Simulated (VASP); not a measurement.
# WS2 (R3m) in VASP: single point with PBE

Aim: the single point of WS2 with PBE.

All numbers are computed with VASP 6.6.1; they aren't measurements. Logs are shortened: lines on timing, memory, paths and dates and some standing lists are left out, and cuts for length are marked.

## Step 1: The cell of the first run

The structure is trigonal, space group R3m (No. 160). The conventional cell has a = 3.094 Å, b = 3.094 Å, c = 18.113 Å, α = 90.00°, β = 90.00°, γ = 120.00°. Within 3.2 Å of W (site symmetry 3m) lie 6 S at 2.39 Å and 6 W at 3.09 Å. Within 3.2 Å of S (site symmetry 3m) lie 3 W at 2.39 Å and 7 S at 3.09 to 3.19 Å. S (site symmetry 3m) has 3 W at 2.39 Å and 7 S at 3.09 to 3.19 Å within 3.2 Å.

## Step 2: Single point, PBE, collinear spin (16.68 Å³/atom)

Input file INCAR:

```
SYSTEM = WS2
PREC = Accurate
ENCUT = 520
EDIFF = 1E-6
ISMEAR = -1
SIGMA = 0.02
LREAL = .False.
LASPH = .True.
NELM = 150
ALGO = Normal
ISIF = 2
LWAVE = .False.
LCHARG = .False.
ISPIN = 2
MAGMOM = 2 0 0
LORBIT = 11
LMAXMIX = 4
GGA = PE
NBANDS = 24
KPAR = 4
```

Input file KPOINTS:

```
regular mesh
0
Gamma
  16 16 16
  0 0 0
```

Input file POSCAR:

```
WS2
1.0
    1.5467664657      0.8930260354      6.0375157167
   -1.5467664657      0.8930260354      6.0375157167
    0.0000000000     -1.7860520706      6.0375157167
W S
1 2
Direct
    0.0006507426      0.0006507426      0.0006507426
    0.2460395853      0.2460395853      0.2460395853
    0.4220096721      0.4220096721      0.4220096721
```

Potentials or basis: VASP PAW PBE potentials, release 64 (W_sv, S).

Started as:

```sh
cat potpaw_PBE.64/W_sv/POTCAR potpaw_PBE.64/S/POTCAR > POTCAR
mpirun -np 4 vasp_std > vasp.out
```

OUTCAR:

```text
SYSTEM = WS2
   PREC = Accurate
   ENCUT = 520
   EDIFF = 1E-6
   ISMEAR = -1
   LREAL = .False.
   LASPH = .True.
   NELM = 150
   ISIF = 2
   ISPIN = 2
   LORBIT = 11
   GGA = PE

 ion  position               nearest neighbor table
   1  0.001  0.001  0.001-   2 2.39   2 2.39   2 2.39   3 2.39   3 2.39   3 2.39
   2  0.246  0.246  0.246-   1 2.39   1 2.39   1 2.39
   3  0.422  0.422  0.422-   1 2.39   1 2.39   1 2.39

  LATTYP: Found a trigonal (rhomboedric) cell.
 ALAT       =     6.2961558136
 COS(alpha) =     0.8792940837

  Lattice vectors:

 A1 = (   1.5467664657,   0.8930260354,   6.0375157167)
 A2 = (  -1.5467664657,   0.8930260354,   6.0375157167)
 A3 = (   0.0000000000,  -1.7860520706,   6.0375157167)

Analysis of symmetry for initial positions (statically):
=====================================================================
 Subroutine PRICEL returns:
 Original cell was already a primitive cell.

 Routine SETGRP: Setting up the symmetry group for a
 trigonal (rhombohedral) supercell.

 Subroutine GETGRP returns: Found  6 space group operations
 (whereof  6 operations were pure point group operations)
 out of a pool of 12 trial point group operations.

The static configuration has the point symmetry C_3v.

Analysis of symmetry for dynamics (positions and initial velocities):
=====================================================================
 Subroutine PRICEL returns:
 Original cell was already a primitive cell.

 Routine SETGRP: Setting up the symmetry group for a
 trigonal (rhombohedral) supercell.

 Subroutine GETGRP returns: Found  6 space group operations
 (whereof  6 operations were pure point group operations)
 out of a pool of 12 trial point group operations.

The dynamic configuration has the point symmetry C_3v.

Analysis of structural, dynamic, and magnetic symmetry:
=====================================================================
 Subroutine PRICEL returns:
 Original cell was already a primitive cell.

 Routine SETGRP: Setting up the symmetry group for a
 trigonal (rhombohedral) supercell.

 Subroutine GETGRP returns: Found  6 space group operations
 (whereof  6 operations were pure point group operations)
 out of a pool of 12 trial point group operations.

The overall configuration has the point symmetry C_3v.

 Subroutine INISYM returns: Found  6 space group operations
 (whereof  6 operations are pure point group operations),
 and found     1 'primitive' translations

----------------------------------------------------------------------------------------

                                     Primitive cell

  volume of cell :      50.0378

  direct lattice vectors                    reciprocal lattice vectors
     1.546766466  0.893026035  6.037515717     0.323255004  0.186631364  0.055210346
    -1.546766466  0.893026035  6.037515717    -0.323255004  0.186631364  0.055210346
     0.000000000 -1.786052071  6.037515717     0.000000000 -0.373262727  0.055210346

  length of vectors
     6.296155814  6.296155814  6.296155814     0.377323794  0.377323794  0.377323794

  position of ions in fractional coordinates (direct lattice)
     0.000650743  0.000650743  0.000650743
     0.246039585  0.246039585  0.246039585
     0.422009672  0.422009672  0.422009672

  ion indices of the primitive-cell ions
   primitive index   ion index
                 1           1
                 2           2
                 3           3

----------------------------------------------------------------------------------------

 KPOINTS: regular mesh

Automatic generation of k-mesh.
 Grid dimensions read from file:
 generate k-points for:   16   16   16

 Generating k-lattice:

  Cartesian coordinates                     Fractional coordinates (reciprocal lattice)
     0.020203438  0.011664460  0.003450647     0.062500000  0.000000000  0.000000000
    -0.020203438  0.011664460  0.003450647     0.000000000  0.062500000  0.000000000
     0.000000000 -0.023328920  0.003450647     0.000000000  0.000000000  0.062500000

  Length of vectors
     0.023582737  0.023582737  0.023582737

  Shift w.r.t. Gamma in fractional coordinates (k-lattice)
     0.000000000  0.000000000  0.000000000

 Subroutine IBZKPT returns following result:
 ===========================================

 Found    417 irreducible k-points:

 Following reciprocal coordinates:
            Coordinates               Weight
  0.000000  0.000000  0.000000      1.000000
  0.062500 -0.000000  0.000000      6.000000
  0.125000 -0.000000  0.000000      6.000000
  0.187500 -0.000000  0.000000      6.000000
  0.250000 -0.000000  0.000000      6.000000
  0.312500  0.000000  0.000000      6.000000
[... 16 lines left out ...]
 -0.125000  0.062500 -0.000000     12.000000
 -0.062500  0.062500  0.000000      6.000000
 [... further k-points ...]
   k-points           NKPTS =    417   k-points in BZ     NKDIM =    417   number of bands    NBANDS=     24
   number of dos      NEDOS =    301   number of ions     NIONS =      3
   total plane-waves  NPLWV = 110592
   dimension x,y,z NGX =    48 NGY =   48 NGZ =   48
   dimension x,y,z NGXF=    96 NGYF=   96 NGZF=   96
   ions per type =               1   2
   NGX,Y,Z   is equivalent  to a cutoff of  12.67, 12.67, 12.67 a.u.
   NGXF,Y,Z  is equivalent  to a cutoff of  25.35, 25.35, 25.35 a.u.
 SYSTEM =  WS2
   PREC   = accura    normal or accurate (medium, high low for compatibility)
   ISTART =      0    job   : 0-new  1-cont  2-samecut
   ICHARG =      2    charge: 1-file 2-atom 10-const
   ISPIN  =      2    spin polarized calculation?
   LNONCOLLINEAR =      F non collinear calculations
   LSORBIT =      F    spin-orbit coupling
   LASPH  =      T    aspherical Exc in radial PAW
   ENCUT  =  520.0 eV  38.22 Ry    6.18 a.u.  11.71 11.71 11.71*2*pi/ulx,y,z
   NELM   =    150;   NELMIN=  2; NELMDL= -5     # of ELM steps
   EDIFF  = 0.1E-05   stopping-criterion for ELM
   LREAL  =      F    real-space projection
   EDIFFG = 0.1E-04   stopping-criterion for IOM
   NSW    =      0    number of steps for IOM
   IBRION =     -1    ionic relax: 0-MD 1-quasi-New 2-CG
   NFREE  =      0    steps in history (QN), initial steepest desc. (CG)
   ISIF   =      2    stress and relaxation
   ISYM   =      2    0-nonsym 1-usesym 2-fastsym
   POTIM  = 0.5000    time-step for ionic-motion
   TEBEG  =    0.0;   TEEND  =   0.0 temperature during run
   PSTRESS=    0.0 pullay stress
   NELECT =      26.0000    total number of electrons
   NUPDOWN=      -1.0000    fix difference up-down
   EMIN   =  10.00;   EMAX   =-10.00  energy-range for DOS
   EFERMI =   0.00;   METHOD = LEGACY
   ISMEAR =    -1;   SIGMA  =   0.02  broadening in eV -4-tet -1-fermi 0-gaus
   EFERMI_NEDOS =   21; number of points for ismear=-14 and -15
   IALGO  =     38    algorithm
   IMIX   =      4    mixing-type and parameters
     AMIX     =   0.40;   BMIX     =  1.00
     AMIX_MAG =   1.60;   BMIX_MAG =  1.00
  volume/ion in A,a.u.               =      16.68       112.56
  Fermi-wavevector in a.u.,A,eV,Ry     =   1.316133  2.487131 23.568098  1.732206
  Thomas-Fermi vector in A             =   2.446267
   LORBIT       =     11    0 simple, 1 ext, 2 COOP (PROOUT), +10 PAW based schemes
   GGA     = PE    functional components
   LHFCALC =     F    Hartree Fock is set to
   AEXX    =    0.0000 exact exchange contribution
   IVDW    =     0    specifies the selected vdW correction
   LEPSILON=     F    determine dielectric tensor
   LRPA    =     F    only Hartree local field effects (RPA)
 spin polarized calculation
  energy-cutoff  :      520.00
  volume of cell :       50.04
 maximum number of plane-waves:      1364
   NGX = 23   NGY = 23   NGZ = 23

 number of electron      26.0000000 magnetization      -0.0002674

 number of electron      26.0000000 magnetization       0.0000832

 Free energy of the ion-electron system (eV)
  ---------------------------------------------------
  ext. energy  EPLUGINS =         0.00000000
  ---------------------------------------------------
  free energy    TOTEN  =       -23.48737485 eV

  energy without entropy =      -23.48737485  energy(sigma->0) =      -23.48737485

 E-fermi :   8.7365     XC(G=0): -11.3323

 val. band max:        8.2119323211   @ k =   0.5000   0.5000   0.5000
 cond. band min:       9.1212455818   @ k =  -0.1875   0.1875   0.0000
 fundamental gap:      0.9093132607
 Fermi energy:         8.7365032236

 spin component 1

 k-point     1 :       0.0000    0.0000    0.0000
  band No.  band energies     occupation
      1     -66.2774      1.00000
      2     -30.5884      1.00000
      3     -30.3315      1.00000
      4     -30.3315      1.00000
      5      -7.6307      1.00000
      6      -5.5412      1.00000
[... 16 lines left out ...]
     23      20.3158      0.00000
     24      20.3158      0.00000
[... 598 lines left out ...]
      2     -30.5791      1.00000
      3     -30.3819      1.00000
      4     -30.3437      1.00000
      5      -7.4179      1.00000
      6      -5.4700      1.00000
[... 16 lines left out ...]
     23      19.2027      0.00000
     24      20.0921      0.00000

 [... further k-points ...]

 spin component 2

 k-point     1 :       0.0000    0.0000    0.0000
  band No.  band energies     occupation
      1     -66.2773      1.00000
      2     -30.5883      1.00000
      3     -30.3314      1.00000
      4     -30.3314      1.00000
      5      -7.6307      1.00000
      6      -5.5412      1.00000
[... 16 lines left out ...]
     23      20.3157      0.00000
     24      20.3157      0.00000
[... 598 lines left out ...]
      2     -30.5791      1.00000
      3     -30.3819      1.00000
      4     -30.3437      1.00000
      5      -7.4179      1.00000
      6      -5.4700      1.00000
[... 16 lines left out ...]
     23      19.2027      0.00000
     24      20.0921      0.00000

 [... further k-points ...]

------------------------ aborting loop because EDIFF is reached ----------------------------------------

  FORCE on cell =-STRESS in cart. coord.  units (eV):
  Direction    XX          YY          ZZ          XY          YZ          ZX
  --------------------------------------------------------------------------------------
  -------------------------------------------------------------------------------------
  Total        3.5538102      3.5538102      1.7440499      0.0000000      0.0000000      0.0000000
  in kB      113.7906073    113.7906073     55.8433036      0.0000000      0.0000000      0.0000000
  external PRESSURE =      94.4748394 kB  Pullay stress =       0.0000000 kB

 VOLUME and BASIS-vectors are now :
 -----------------------------------------------------------------------------
  energy-cutoff  :      520.00
  volume of cell :       50.04
      direct lattice vectors                 reciprocal lattice vectors
     1.546766466  0.893026035  6.037515717     0.323255004  0.186631364  0.055210346
    -1.546766466  0.893026035  6.037515717    -0.323255004  0.186631364  0.055210346
     0.000000000 -1.786052071  6.037515717     0.000000000 -0.373262727  0.055210346

 POSITION                                       TOTAL-FORCE (eV/Angst)
 -----------------------------------------------------------------------------------
      0.00000      0.00000      0.01179         0.000000     -0.000000     -0.000756
      0.00000      0.00000      4.45640         0.000000     -0.000000     -0.010173
      0.00000      0.00000      7.64367         0.000000      0.000000      0.010929
 -----------------------------------------------------------------------------------
    total drift:                                0.000000     -0.000000      0.000079

  FREE ENERGIE OF THE ION-ELECTRON SYSTEM (eV)
  ---------------------------------------------------
  free  energy   TOTEN  =       -23.4873748465 eV

  energy  without entropy=      -23.4873748465  energy(sigma->0) =      -23.48737485

 total charge

# of ion       s       p       d       tot
------------------------------------------
    1        2.326   6.350   3.429  12.104
    2        1.363   2.375   0.000   3.738
    3        1.363   2.374   0.000   3.737
--------------------------------------------------
tot          5.052  11.099   3.429  19.579

 magnetization (x)

# of ion       s       p       d       tot
------------------------------------------
    1        0.000   0.000   0.000   0.000
    2       -0.000  -0.000   0.000  -0.000
    3       -0.000  -0.000   0.000  -0.000
--------------------------------------------------
tot         -0.000  -0.000   0.000  -0.000
```

It took 24 min on 4 MPI ranks of Oxide Virtual Turin-like, shared host; peak memory 0.93 GiB.

Results:

```
Free energy                                           : -23.4874 eV
Pressure                                              : 9.4 GPa
Largest force                                         : 0.011 eV/Å
Band gap on the k mesh                                : 0.91 eV (least direct gap 2.32 eV)
Net moment                                            : 0.00 μB per cell
Valence electrons inside the program's atomic spheres : W 12.10; S 3.74
```

Forces in eV/Å, atoms in the order of the input:
```
W    0.000  0.000 -0.001
S    0.000  0.000 -0.010
S    0.000  0.000  0.011
```

Stress tensor (GPa, compression positive):
```
11.38  0.00  0.00
 0.00 11.38  0.00
 0.00  0.00  5.58
```

Caveat: the stress differs along the axes, from 6 to 11 GPa; spin-orbit coupling is left out, which moves the levels of the heavy elements. A k mesh can miss the band edges.
